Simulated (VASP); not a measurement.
A run of VASP 6.6.1 is set up as follows.

File INCAR:

```
ALGO = Normal ; EDIFF = 1E-6
ENCUT = 520 ; GGA = PE
ISIF = 2 ; ISMEAR = -1
LASPH = True ; LCHARG = True
LELF = True ; LREAL = Auto
LVHAR = True ; LWAVE = False
NBANDS = 39 ; NELM = 80
PREC = Accurate ; SIGMA = 0.05
```

File KPOINTS:

```
k-points
0
Gamma
  1 1 1
```

File POSCAR:

```
H10CO6
1.0
    6.1962860000      0.0000000000      0.0000000000
    0.0000000000      6.1962860000      0.0000000000
    0.0000000000      0.0000000000      6.1962860000
O H C
6 10 1
Direct
    0.1241388793      0.4152326087      0.9137731861
    0.7654746731      0.4302900157      0.4074376167
    0.1707151671      0.0454949949      0.6756305309
    0.3197076442      0.6392377628      0.5371766248
    0.8169248482     -0.1176188446      0.9384653969
    0.6696107959      0.1608544215      0.7604393987
    0.1896458621      0.5338520527      0.8348226664
   -0.0184788113      0.4446050424      0.9795868041
    0.7866163699      0.3282934325      0.5293654941
    0.8902913778      0.5259118123      0.3915732747
    0.1482178195      0.1810439350      0.7544680797
    0.1293355407      0.0855673867      0.5322059053
    0.4668764482      0.5847696507      0.5101281639
    0.3273089719      0.7872941953      0.5374509827
    0.9210033236     -0.0916678152      0.8044657719
    0.5337068044      0.0064877573      1.0348618511
    0.6567643908      0.0263383582      0.9015561903
```

Potentials or basis: VASP PAW PBE potentials, release 64 (O, H, C).

Command:

```bash
$ cat potpaw_PBE.64/O/POTCAR potpaw_PBE.64/H/POTCAR potpaw_PBE.64/C/POTCAR > POTCAR
$ mpirun -np 1 vasp_gam > vasp.out
```

(1) What does it give for the band gap on the k mesh?

(2) What does it give for the largest force?

Answers

(1) 4.93 eV.

(2) 3.494 eV/Å.

Caveat: the k points lie up to 1.01 Å⁻¹ apart.
